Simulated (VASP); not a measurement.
Input of a VASP 6.6.1 run:

The input INCAR:

```
SYSTEM = Ba
PREC = Accurate
ENCUT = 520
EDIFF = 1E-7
ISMEAR = -1
SIGMA = 0.05
LREAL = .FALSE.
LASPH = .TRUE.
NELM = 80
ALGO = Fast
ISIF = 2
LWAVE = .FALSE.
LCHARG = .TRUE.
GGA = PS
LELF = .TRUE.
LVHAR = .TRUE.
NBANDS = 11
```

The input KPOINTS:

```
Automatic mesh
0
G
  8 8 8
  0 0 0
```

POSCAR

```
Ba
1.0
   -1.8875074897      1.8875074897      1.8875074897
    1.8875074897     -1.8875074897      1.8875074897
    1.8875074897      1.8875074897     -1.8875074897
Ba
1
Direct
    0.0000000000      0.0000000000      0.0000000000
```

Potentials or basis: VASP PAW PBE potentials, release 64 (Ba_sv).

The run is started by

```console
$ cat potpaw_PBE.64/Ba_sv/POTCAR > POTCAR
$ mpirun -np 1 vasp_std > vasp.out
```

Question: Estimate the band gap on the k mesh.

Answer: Zero (bands 5 and 6 overlap by 5.50 eV).

Question: Estimate the pressure.

Answer: 24.1 GPa.

Caveat: the cell stands under pressure; the PAW data sets were made with another functional, which shifts forces and pressure a little; spin-orbit coupling is left out, which moves the levels of the heavy elements.
